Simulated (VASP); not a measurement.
Runs of VASP 6.6.1 on Fe. The structure is that of space group P6_3/mmc (No. 194), or close to it. The cells are those of the table. 

```tsv
task	cell	cutoff (eV)	gap on the mesh (eV)	pressure (GPa)
single point	a = 2.478, b = 2.478, c = 3.913 Å, angles 90.0, 90.0, 120.0°, 2 atoms	520	none	-16.8
single point	a = 2.454, b = 2.454, c = 3.878 Å, angles 90.0, 90.0, 120.0°, 2 atoms	520	none	(a)
single point	a = 2.404, b = 2.404, c = 3.805 Å, angles 90.0, 90.0, 120.0°, 2 atoms	520	none	10.1
relaxation of shape and atoms at fixed volume	relaxed from a = 2.509, b = 2.509, c = 3.961 Å, angles 90.0, 90.0, 120.0°, 2 atoms	600	none	-25.0
single point	a = 2.429, b = 2.429, c = 3.842 Å, angles 90.0, 90.0, 120.0°, 2 atoms	520	none	-0.3
single point	a = 2.434, b = 2.434, c = 3.842 Å, angles 90.0, 90.0, 120.0°, 2 atoms	520	none	-1.8
single point	a = 2.325, b = 2.325, c = 3.689 Å, angles 90.0, 90.0, 120.0°, 2 atoms	520	none	(b)
single point	a = 2.510, b = 2.510, c = 3.958 Å, angles 90.0, 90.0, 120.0°, 2 atoms	520	none	-24.9
```

Alike in all rows: level PBEsol; potentials or basis VASP PAW PBE potentials, release 64 (Fe); no spin polarisation; k mesh 18 × 18 × 12; smearing gaussian 0.1 eV.

Fill in the values left out.

(a) -9.3; (b) 55.2.

Caveats: the PAW data sets were made with another functional, which shifts forces and pressure a little; the run has no spin polarisation, though such a crystal can be magnetic.

A gap of «none» marks levels without a gap at the run's occupations.
